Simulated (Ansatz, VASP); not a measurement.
## Tc in VASP and in Ansatz

```
Tc
1.0
     2.73936    0.00000    0.00000
    -1.36968    2.37235    0.00000
     0.00000    0.00000    8.76968
Tc
4
Direct
  0.66667 0.33333 0.75000
  0.00000 0.00000 0.50000
  0.33333 0.66667 0.25000
  0.00000 0.00000 0.00000
```

Alike in both runs: task single point; functional PBEsol; k mesh 11 × 11 × 3; occupations fermi-dirac, width 0.05 eV; no spin polarisation.

```csv
,VASP,Ansatz
version,VASP 6.6.1,Ansatz 0.2.0
potentials or method,"VASP PAW PBE potentials, release 64 (Tc_pv)",Ansatz PAW earlier set
plane-wave cutoff (eV),520,500
valence electrons in the cell,52,60
```

```csv
,VASP,Ansatz,Ansatz less VASP
gap on the k mesh at the Fermi level (eV),none,none,-
pressure (GPa),-6.0,-5.3,+0.78
"traceless stress, the component that is largest in VASP (GPa)",1.13,1.16,+0.028
```

VASP's potentials were made for PBE, not for PBEsol. A gap of «none» marks a metal or a gap that the smearing closes. VASP's potentials hold 52 valence electrons a cell and Ansatz's 60, so a difference there can come from the potentials and not from the codes.
